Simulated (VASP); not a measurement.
Yb, 1 atom in the cell. It takes space group Fm-3m (No. 225, cubic). Conventional cell: a = 5.191 Å, b = 5.191 Å, c = 5.191 Å, α = 90.00°, β = 90.00°, γ = 90.00°. Within 4.8 Å of Yb (site symmetry m-3m) lie 12 Yb at 3.67 Å. 

```yaml
Program: VASP 6.6.1
Task: single point
Functional: r2SCAN
Potentials_or_basis: VASP PAW PBE potentials, release 64 (Yb)
Cutoff: 520 eV
k_mesh: 11 × 11 × 11
Occupations: fermi-dirac, width 0.1 eV
Spin: no spin polarisation
Dipole_correction: no
Further_INCAR_settings: ALGO = Normal; EDIFF = 1e-06; NBANDS = 18
```

Potentials or basis: VASP PAW PBE potentials, release 64 (Yb).

Launch:

```console
$ cat potpaw_PBE.64/Yb/POTCAR > POTCAR
$ cp INCAR.step1 INCAR
$ mpirun -np 1 vasp_std > vasp.out
$ cp INCAR.step2 INCAR
$ mpirun -np 1 vasp_std > vasp.out
```

Hardware: 1 thread of Intel(R) Xeon(R) Platinum 8488C (Sapphire Rapids) (shared host).

Q: How long does it take, and how much memory?

A: Wall time 3.5 min on 1 thread of Intel(R) Xeon(R) Platinum 8488C (Sapphire Rapids), with other jobs on the host, peak memory 0.19 GiB. Counts: k points 56.
